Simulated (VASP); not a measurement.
Set up this calculation in VASP 6.6.1, as the native input.

```yaml
Task: single point
Functional: PBE
Potentials_or_basis: VASP PAW PBE potentials, release 64 (Li_sv, F)
Cutoff: 520 eV
k_mesh: 9 × 9 × 6
Occupations: gaussian, width 0.05 eV
Spin: no spin polarisation
Dipole_correction: no
Further_INCAR_settings: ALGO = Normal; EDIFF = 1e-06; NBANDS = 18
```

The structure of LiF lies in POSCAR:

```
LiF
1.0
    3.0932795901      0.0000000000      0.0000000000
   -1.5466397950      2.6788587060      0.0000000000
    0.0000000000      0.0000000000      5.0058543606
Li F
2 2
Direct
    0.3333333333      0.6666666667      0.4116718394
    0.6666666667      0.3333333333      0.9116718394
    0.3333333333      0.6666666667      0.9939266766
    0.6666666667      0.3333333333      0.4939266766
```

This cell differs from its parent crystal: atoms shifted along a free coordinate, c/a of the conventional cell at fixed volume 1.6183.

One way to write it, as run:

INCAR

```
PREC     = Accurate       # precision mode
ENCUT    = 520            # plane-wave cutoff, eV
EDIFF    = 1E-6           # SCF threshold, eV
ISMEAR   = 0              # smearing method
SIGMA    = 0.05           # smearing width, eV
LREAL    = F              # projectors in reciprocal space
LASPH    = T              # aspherical terms in the spheres
NELM     = 100            # most SCF steps
ALGO     = Normal         # electronic algorithm
ISIF     = 2              # what is computed and relaxed
LWAVE    = F              # write WAVECAR
LCHARG   = F              # write CHGCAR
GGA      = PE             # functional
NBANDS   = 18             # bands
```

KPOINTS

```
regular mesh
0
Gamma
  9 9 6
```

Potentials or basis: VASP PAW PBE potentials, release 64 (Li_sv, F).

Run with:

```bash
$ cat potpaw_PBE.64/Li_sv/POTCAR potpaw_PBE.64/F/POTCAR > POTCAR
$ mpirun -np 1 vasp_std > vasp.out
```

It gave:

The largest force is 0.293 eV/Å and the band gap on the k mesh is 7.47 eV.

Wall time 42 s on 1 thread of Intel Xeon 8259CL, on a shared host, peak memory 0.17 GiB.
